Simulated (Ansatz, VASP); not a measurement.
Two plane-wave programs on Hf4N

```
Hf N
1.0
     6.34235    0.00000    0.00000
     0.00000    5.01676    0.00000
     0.00000    0.00000   22.16652
Hf N
8 2
Direct
  0.00000 0.75000 0.18045
  0.50000 0.75000 0.18045
  0.25000 0.25000 0.22175
  0.75000 0.25000 0.22175
  0.25000 0.75000 0.29648
  0.75000 0.75000 0.29648
  0.00000 0.25000 0.33684
  0.50000 0.25000 0.33684
  0.25000 0.50000 0.47218
  0.25000 0.50000 0.52180
```

Alike in both runs: task single point; functional PBE; dispersion D3(BJ); k mesh 4 × 6 × 1; occupations gaussian, width 0.1 eV; no spin polarisation.

|  | VASP | Ansatz |
| --- | --- | --- |
| version | VASP 6.6.1 | Ansatz 0.2.0 |
| potentials or method | VASP PAW PBE potentials, release 64 (Hf_pv, N), cutoff 520 eV | scalar-relativistic, plane waves, PAW |
| valence electrons in the cell | 90 | 218 |

VASP gave:

| Item | Value |
| --- | --- |
| gap on the k mesh at the Fermi level (eV) | none |
| rms of the force components (eV/Å) | 0.627 |

What did Ansatz give for the same quantities?

gap on the k mesh at the Fermi level (eV): none; rms of the force components (eV/Å): 0.173.

Atom by atom the forces differ by 0.463 eV/Å (rms over components). A gap of «none» marks a metal or a gap that the smearing closes. One of these differences is far larger than is usual between the two programs; its cause wasn't traced. VASP's potentials hold 90 valence electrons a cell and Ansatz's 218, so a difference there can come from the potentials and not from the codes.

Neither program's run includes spin-orbit coupling. Noted on VASP's run: the standard files for N, O and F lose accuracy on very short bonds.
